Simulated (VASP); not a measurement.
# Bi in VASP: a series of runs

Bi is run at these levels: PBE, LDA; tasks: electric field gradients.

Everything below comes from runs of VASP 6.6.1. Logs are shortened: lines on timing, memory, paths and dates and some standing lists are left out, and cuts for length are marked.

### Step 1. The cell of the first run

It takes space group R-3m (No. 166, trigonal). The conventional cell has a = 4.453 Å, b = 4.453 Å, c = 11.620 Å, α = 90.00°, β = 90.00°, γ = 120.00°. Bi (site symmetry 3m) has 6 Bi at 3.01 to 3.46 Å within 4.0 Å.

### Step 2. Electric field gradients, PBE (33.26 Å³/atom)

The input, INCAR:

```
SYSTEM = Bi
  ALGO = Normal
  EDIFF = 1E-8
  ENCUT = 520
  GGA = PE
  ISIF = 2
  ISMEAR = -1
  LASPH = .TRUE.
  LCHARG = .FALSE.
  LEFG = .TRUE.
  LREAL = .FALSE.
  LWAVE = .FALSE.
  NBANDS = 22
  NELM = 100
  PREC = Accurate
  SIGMA = 0.03
```

The input, KPOINTS:

```
k-points
0
G
  11 11 11
  0 0 0
```

The input, POSCAR:

```
Bi
1.0
    2.2265989101      1.2855274801      3.8732834739
   -2.2265989101      1.2855274801      3.8732834739
    0.0000000000     -2.5710549601      3.8732834739
Bi
2
Direct
    0.2338900000      0.2338900000      0.2338900000
    0.7661100000      0.7661100000      0.7661100000
```

Potentials or basis: VASP PAW PBE potentials, release 64 (Bi_d).

On the command line:

```sh
$ cat potpaw_PBE.64/Bi_d/POTCAR > POTCAR
$ mpirun -np 1 vasp_std > vasp.out
```

OUTCAR:

```text
SYSTEM = Bi
   EDIFF = 1E-8
   ENCUT = 520
   GGA = PE
   ISIF = 2
   ISMEAR = -1
   LASPH = .TRUE.
   LREAL = .FALSE.
   NELM = 100
   PREC = Accurate

 ion  position               nearest neighbor table
   1  0.234  0.234  0.234-   2 3.01   2 3.01   2 3.01   2 3.46   2 3.46   2 3.46
   2  0.766  0.766  0.766-   1 3.01   1 3.01   1 3.01   1 3.46   1 3.46   1 3.46

  LATTYP: Found a trigonal (rhomboedric) cell.
 ALAT       =     4.6489405758
 COS(alpha) =     0.5412184017

  Lattice vectors:

 A1 = (   2.2265989101,   1.2855274801,   3.8732834739)
 A2 = (  -2.2265989101,   1.2855274801,   3.8732834739)
 A3 = (   0.0000000000,  -2.5710549601,   3.8732834739)

Analysis of symmetry for initial positions (statically):
=====================================================================
 Subroutine PRICEL returns:
 Original cell was already a primitive cell.

 Routine SETGRP: Setting up the symmetry group for a
 trigonal (rhombohedral) supercell.

 Subroutine GETGRP returns: Found 12 space group operations
 (whereof 12 operations were pure point group operations)
 out of a pool of 12 trial point group operations.

The static configuration has the point symmetry D_3d.

Analysis of symmetry for dynamics (positions and initial velocities):
=====================================================================
 Subroutine PRICEL returns:
 Original cell was already a primitive cell.

 Routine SETGRP: Setting up the symmetry group for a
 trigonal (rhombohedral) supercell.

 Subroutine GETGRP returns: Found 12 space group operations
 (whereof 12 operations were pure point group operations)
 out of a pool of 12 trial point group operations.

The dynamic configuration has the point symmetry D_3d.

 Subroutine INISYM returns: Found 12 space group operations
 (whereof 12 operations are pure point group operations),
 and found     1 'primitive' translations

----------------------------------------------------------------------------------------

                                     Primitive cell

  volume of cell :      66.5203

  direct lattice vectors                    reciprocal lattice vectors
     2.226598910  1.285527480  3.873283474     0.224557731  0.129648467  0.086059628
    -2.226598910  1.285527480  3.873283474    -0.224557731  0.129648467  0.086059628
     0.000000000 -2.571054960  3.873283474     0.000000000 -0.259296933  0.086059628

  length of vectors
     4.648940576  4.648940576  4.648940576     0.273205342  0.273205342  0.273205342

  position of ions in fractional coordinates (direct lattice)
     0.233890000  0.233890000  0.233890000
     0.766110000  0.766110000  0.766110000

  ion indices of the primitive-cell ions
   primitive index   ion index
                 1           1
                 2           2

----------------------------------------------------------------------------------------

 KPOINTS: k-points

Automatic generation of k-mesh.
 Grid dimensions read from file:
 generate k-points for:   11   11   11

 Generating k-lattice:

  Cartesian coordinates                     Fractional coordinates (reciprocal lattice)
     0.020414339  0.011786224  0.007823603     0.090909091 -0.000000000 -0.000000000
    -0.020414339  0.011786224  0.007823603    -0.000000000  0.090909091 -0.000000000
     0.000000000 -0.023572448  0.007823603     0.000000000  0.000000000  0.090909091

  Length of vectors
     0.024836849  0.024836849  0.024836849

  Shift w.r.t. Gamma in fractional coordinates (k-lattice)
     0.000000000  0.000000000  0.000000000

 Subroutine IBZKPT returns following result:
 ===========================================

 Found    146 irreducible k-points:

 Following reciprocal coordinates:
            Coordinates               Weight
  0.000000  0.000000  0.000000      1.000000
  0.090909  0.000000 -0.000000      6.000000
  0.181818  0.000000 -0.000000      6.000000
  0.272727  0.000000  0.000000      6.000000
  0.363636  0.000000  0.000000      6.000000
  0.454545  0.000000  0.000000      6.000000
[... 16 lines left out ...]
 -0.272727  0.181818 -0.000000     12.000000
 -0.181818  0.181818  0.000000      6.000000
 [... further k-points ...]
   k-points           NKPTS =    146   k-points in BZ     NKDIM =    146   number of bands    NBANDS=     22
   number of dos      NEDOS =    301   number of ions     NIONS =      2
   total plane-waves  NPLWV =  46656
   dimension x,y,z NGX =    36 NGY =   36 NGZ =   36
   dimension x,y,z NGXF=    72 NGYF=   72 NGZF=   72
   ions per type =               2
   NGX,Y,Z   is equivalent  to a cutoff of  12.87, 12.87, 12.87 a.u.
   NGXF,Y,Z  is equivalent  to a cutoff of  25.75, 25.75, 25.75 a.u.
 SYSTEM =  Bi
   PREC   = accura    normal or accurate (medium, high low for compatibility)
   ISTART =      0    job   : 0-new  1-cont  2-samecut
   ICHARG =      2    charge: 1-file 2-atom 10-const
   ISPIN  =      1    spin polarized calculation?
   LNONCOLLINEAR =      F non collinear calculations
   LSORBIT =      F    spin-orbit coupling
   LASPH  =      T    aspherical Exc in radial PAW
   ENCUT  =  520.0 eV  38.22 Ry    6.18 a.u.   8.64  8.64  8.64*2*pi/ulx,y,z
   NELM   =    100;   NELMIN=  2; NELMDL= -5     # of ELM steps
   EDIFF  = 0.1E-07   stopping-criterion for ELM
   LREAL  =      F    real-space projection
   EDIFFG = 0.1E-06   stopping-criterion for IOM
   NSW    =      0    number of steps for IOM
   IBRION =     -1    ionic relax: 0-MD 1-quasi-New 2-CG
   NFREE  =      0    steps in history (QN), initial steepest desc. (CG)
   ISIF   =      2    stress and relaxation
   ISYM   =      2    0-nonsym 1-usesym 2-fastsym
   POTIM  = 0.5000    time-step for ionic-motion
   TEBEG  =    0.0;   TEEND  =   0.0 temperature during run
   PSTRESS=    0.0 pullay stress
   NELECT =      30.0000    total number of electrons
   NUPDOWN=      -1.0000    fix difference up-down
   EMIN   =  10.00;   EMAX   =-10.00  energy-range for DOS
   EFERMI =   0.00;   METHOD = LEGACY
   ISMEAR =    -1;   SIGMA  =   0.03  broadening in eV -4-tet -1-fermi 0-gaus
   EFERMI_NEDOS =   21; number of points for ismear=-14 and -15
   IALGO  =     38    algorithm
   IMIX   =      4    mixing-type and parameters
     AMIX     =   0.40;   BMIX     =  1.00
     AMIX_MAG =   1.60;   BMIX_MAG =  1.00
  volume/ion in A,a.u.               =      33.26       224.45
  Fermi-wavevector in a.u.,A,eV,Ry     =   1.255444  2.372445 21.444676  1.576139
  Thomas-Fermi vector in A             =   2.389200
   LORBIT       =      0    0 simple, 1 ext, 2 COOP (PROOUT), +10 PAW based schemes
   GGA     = PE    functional components
   LHFCALC =     F    Hartree Fock is set to
   AEXX    =    0.0000 exact exchange contribution
   IVDW    =     0    specifies the selected vdW correction
   LEPSILON=     F    determine dielectric tensor
   LRPA    =     F    only Hartree local field effects (RPA)
 non-spin polarized calculation
  energy-cutoff  :      520.00
  volume of cell :       66.52
 maximum number of plane-waves:      1815
   NGX = 17   NGY = 17   NGZ = 17

 number of electron      30.0000001 magnetization

 Free energy of the ion-electron system (eV)
  ---------------------------------------------------
  ext. energy  EPLUGINS =         0.00000000
  ---------------------------------------------------
  free energy    TOTEN  =        -7.66766601 eV

  energy without entropy =       -7.66712707  energy(sigma->0) =       -7.66739654

 E-fermi :   7.0172     XC(G=0):  -9.7916

 val. band max:        7.0123336866   @ k =   0.3636   0.1818   0.1818
 cond. band min:       7.2022909374   @ k =   0.4545   0.0909   0.0909
 fundamental gap:      0.1899572508
 Fermi energy:         7.0172232194

 k-point     1 :       0.0000    0.0000    0.0000
  band No.  band energies     occupation
      1     -16.0343      2.00000
      2     -16.0343      2.00000
      3     -15.8557      2.00000
      4     -15.8557      2.00000
      5     -15.8354      2.00000
      6     -15.6314      2.00000
[... 14 lines left out ...]
     21      12.8175      0.00000
     22      13.2801      0.00000

 k-point     2 :       0.0909    0.0000   -0.0000
  band No.  band energies     occupation
      1     -16.0272      2.00000
      2     -16.0253      2.00000
      3     -15.8524      2.00000
      4     -15.8500      2.00000
      5     -15.8306      2.00000
      6     -15.6360      2.00000
[... 14 lines left out ...]
     21      12.8891      0.00000
     22      14.0268      0.00000
[... 523 lines left out ...]
     21      16.0437      0.00000
     22      16.7243      0.00000

 k-point    24 :      -0.1818    0.1818    0.0000
  band No.  band energies     occupation
      1     -15.9971      2.00000
      2     -15.9148      2.00000
      3     -15.8292      2.00000
      4     -15.8162      2.00000
      5     -15.7633      2.00000
      6     -15.7074      2.00000
[... 14 lines left out ...]
     21      15.2081      0.00000
     22      15.6278      0.00000

 [... further k-points ...]
[... 5 lines left out ...]
  --------------------------------------------------------------------------------------
  -------------------------------------------------------------------------------------
  Total        2.2782004      2.2782004      2.0897079     -0.0000000      0.0000000      0.0000000
  in kB       54.8717248     54.8717248     50.3317776     -0.0000000      0.0000000      0.0000000
  external PRESSURE =      53.3584091 kB  Pullay stress =       0.0000000 kB

 VOLUME and BASIS-vectors are now :
 -----------------------------------------------------------------------------
  energy-cutoff  :      520.00
  volume of cell :       66.52
      direct lattice vectors                 reciprocal lattice vectors
     2.226598910  1.285527480  3.873283474     0.224557731  0.129648467  0.086059628
    -2.226598910  1.285527480  3.873283474    -0.224557731  0.129648467  0.086059628
     0.000000000 -2.571054960  3.873283474     0.000000000 -0.259296933  0.086059628

 POSITION                                       TOTAL-FORCE (eV/Angst)
 -----------------------------------------------------------------------------------
      0.00000      0.00000      2.71777         0.000000      0.000000      0.511524
      0.00000      0.00000      8.90208         0.000000     -0.000000     -0.511524
 -----------------------------------------------------------------------------------
    total drift:                                0.000000     -0.000000      0.000000

  FREE ENERGIE OF THE ION-ELECTRON SYSTEM (eV)
  ---------------------------------------------------
  free  energy   TOTEN  =        -7.6676660117 eV

  energy  without entropy=       -7.6671270667  energy(sigma->0) =       -7.66739654

 Electric field gradients (V/A^2)
---------------------------------------------------------------------
 ion       V_xx      V_yy      V_zz      V_xy      V_xz      V_yz
---------------------------------------------------------------------
   1      17.067    17.067   -34.134     0.000     0.000    -0.000
   2      17.067    17.067   -34.134     0.000    -0.000    -0.000
---------------------------------------------------------------------

 Electric field gradients after diagonalization (V/A^2)
 (convention: |V_zz| > |V_xx| > |V_yy|)
----------------------------------------------------------------------
 ion       V_xx      V_yy      V_zz     asymmetry (V_yy - V_xx)/ V_zz
----------------------------------------------------------------------
   1      17.067    17.067   -34.134       0.000
   2      17.067    17.067   -34.134       0.000
----------------------------------------------------------------------

           NMR quadrupolar parameters

 Cq : quadrupolar parameter    Cq=e*Q*V_zz/h
 eta: asymmetry parameters     (V_yy - V_xx)/ V_zz
 Q  : nuclear electric quadrupole moment in mb (millibarn)
----------------------------------------------------------------------
 ion       Cq(MHz)       eta       Q (mb)
----------------------------------------------------------------------
   1      -0.083       0.000       1.000
   2      -0.083       0.000       1.000
----------------------------------------------------------------------
```

Wall time 75 s (1 thread of Intel Xeon 6975P-C (Granite Rapids), shared host); peak memory 0.31 GiB.

Results:

```
Free energy                             : -7.6677 eV
Pressure                                : 5.3 GPa
Largest force                           : 0.512 eV/Å
Band gap on the k mesh                  : zero (bands 15 and 16 overlap by 0.07 eV)
Largest electric field gradient by atom : Bi -34.1 V/Å²
```

Forces on the atoms (eV/Å):
```
Bi   0.000  0.000  0.512
Bi   0.000  0.000 -0.512
```

Electric field gradients, principal values (V/Å²):
```csv
atom,least,middle,greatest (by size)
1 Bi,17.067,17.067,-34.134
2 Bi,17.067,17.067,-34.134
```

Caveat: the cell stands under pressure; without QUAD_EFG the Cq values of the log hold for a quadrupole moment of 1 mb, not for the nuclei; spin-orbit coupling is left out, which moves the levels of the heavy elements.

### Step 3. Electric field gradients, LDA

This run uses another cell than the first one, of 35.38 Å³/atom.

The input, INCAR:

```
PREC     = Accurate       # precision mode
ENCUT    = 520            # plane-wave cutoff, eV
EDIFF    = 1E-8           # SCF threshold, eV
ISMEAR   = -1             # smearing method
SIGMA    = 0.03           # smearing width, eV
LREAL    = F              # projectors in reciprocal space
LASPH    = T              # aspherical terms in the spheres
NELM     = 60             # most SCF steps
ALGO     = Normal         # electronic algorithm
ISIF     = 2              # what is computed and relaxed
LWAVE    = F              # write WAVECAR
LCHARG   = F              # write CHGCAR
GGA      = CA             # functional
LEFG     = T            
NBANDS   = 22             # bands
```

The input, KPOINTS:

```
Automatic mesh
0
Gamma
  11 11 11
```

The input, POSCAR:

```
Bi
1.0
    2.2729996784      1.3123169762      3.9540000000
   -2.2729996784      1.3123169762      3.9540000000
    0.0000000000     -2.6246339523      3.9540000000
Bi
2
Direct
    0.2338900000      0.2338900000      0.2338900000
    0.7661100000      0.7661100000      0.7661100000
```

Potentials or basis: VASP PAW LDA potentials, release 64 (Bi_d).

On the command line:

```sh
$ cat potpaw_LDA.64/Bi_d/POTCAR > POTCAR
$ mpirun -np 1 vasp_std > vasp.out
```

OUTCAR:

```text
PREC = Accurate
   ENCUT = 520
   EDIFF = 1E-8
   ISMEAR = -1
   LREAL = F
   LASPH = T
   NELM = 60
   ISIF = 2
   GGA = CA

 ion  position               nearest neighbor table
   1  0.234  0.234  0.234-   2 3.07   2 3.07   2 3.07   2 3.53   2 3.53   2 3.53
   2  0.766  0.766  0.766-   1 3.07   1 3.07   1 3.07   1 3.53   1 3.53   1 3.53

  LATTYP: Found a trigonal (rhomboedric) cell.
 ALAT       =     4.7458212550
 COS(alpha) =     0.5412184017

  Lattice vectors:

 A1 = (   2.2729996784,   1.3123169762,   3.9540000000)
[... 813 lines left out ...]
  free  energy   TOTEN  =        -9.1053125735 eV

  energy  without entropy=       -9.1046737965  energy(sigma->0) =       -9.10499318

 Electric field gradients (V/A^2)
---------------------------------------------------------------------
 ion       V_xx      V_yy      V_zz      V_xy      V_xz      V_yz
---------------------------------------------------------------------
   1      15.713    15.713   -31.427    -0.000    -0.000    -0.000
   2      15.713    15.713   -31.427    -0.000     0.000    -0.000
---------------------------------------------------------------------

 Electric field gradients after diagonalization (V/A^2)
 (convention: |V_zz| > |V_xx| > |V_yy|)
----------------------------------------------------------------------
 ion       V_xx      V_yy      V_zz     asymmetry (V_yy - V_xx)/ V_zz
----------------------------------------------------------------------
   1      15.713    15.713   -31.427       0.000
   2      15.713    15.713   -31.427       0.000
----------------------------------------------------------------------

           NMR quadrupolar parameters

 Cq : quadrupolar parameter    Cq=e*Q*V_zz/h
 eta: asymmetry parameters     (V_yy - V_xx)/ V_zz
 Q  : nuclear electric quadrupole moment in mb (millibarn)
----------------------------------------------------------------------
 ion       Cq(MHz)       eta       Q (mb)
----------------------------------------------------------------------
   1      -0.076       0.000       1.000
   2      -0.076       0.000       1.000
----------------------------------------------------------------------
```

OSZICAR:

```text
N       E                     dE             d eps       ncg     rms          rms(c)
DAV:   1     0.305256706679E+03    0.30526E+03   -0.16168E+04  6424   0.163E+03
DAV:   2     0.168219986786E+02   -0.28843E+03   -0.28145E+03  6508   0.432E+02
DAV:   3    -0.823067502469E+01   -0.25053E+02   -0.24792E+02  7756   0.142E+02
DAV:   4    -0.909146827826E+01   -0.86079E+00   -0.86039E+00  8006   0.292E+01
DAV:   5    -0.912754793375E+01   -0.36080E-01   -0.36079E-01  9308   0.532E+00    0.108E+00
DAV:   6    -0.911228881554E+01    0.15259E-01   -0.19093E-02  8348   0.147E+00    0.628E-01
DAV:   7    -0.910534510423E+01    0.69437E-02   -0.12242E-02  8052   0.118E+00    0.103E-01
DAV:   8    -0.910530480817E+01    0.40296E-04   -0.12390E-03  7560   0.403E-01    0.211E-02
DAV:   9    -0.910531299250E+01   -0.81843E-05   -0.56616E-05  9948   0.585E-02    0.825E-03
DAV:  10    -0.910531250412E+01    0.48838E-06   -0.34400E-06  7930   0.175E-02    0.148E-03
DAV:  11    -0.910531256721E+01   -0.63088E-07   -0.20858E-07  8606   0.351E-03    0.724E-04
DAV:  12    -0.910531257348E+01   -0.62691E-08   -0.23687E-08  6548   0.111E-03
   1 F= -.91053126E+01 E0= -.91049932E+01  d E =-.638777E-03
```

It took 90 s on 1 thread of Intel Xeon Platinum 8488C (Sapphire Rapids), shared host; peak memory 0.29 GiB.

Results:

- Free energy: -9.1053 eV
- Pressure: -1.8 GPa
- Largest force: 0.061 eV/Å
- Band gap on the k mesh: zero (bands 15 and 16 overlap by 0.06 eV)
- Largest electric field gradient by atom: Bi -31.4 V/Å²

Forces on the atoms (eV/Å):
```
Bi   0.000  0.000  0.061
Bi   0.000  0.000 -0.061
```

Levels at points of the mesh, in eV from the Fermi level:
```csv
k point,band 12,band 13,band 14,band 15,band 16,band 17,band 18,band 19
"(0.00, 0.00, 0.00)",-7.47,-1.44,-1.18,-1.18,2.50,2.96,2.96,5.71
```

Electric field gradients, principal values (V/Å²):
```csv
atom,least,middle,greatest (by size)
1 Bi,15.713,15.713,-31.427
2 Bi,15.713,15.713,-31.427
```

Caveat: without QUAD_EFG the Cq values of the log hold for a quadrupole moment of 1 mb, not for the nuclei; spin-orbit coupling is left out, which moves the levels of the heavy elements.

[end of part 1 of 2]
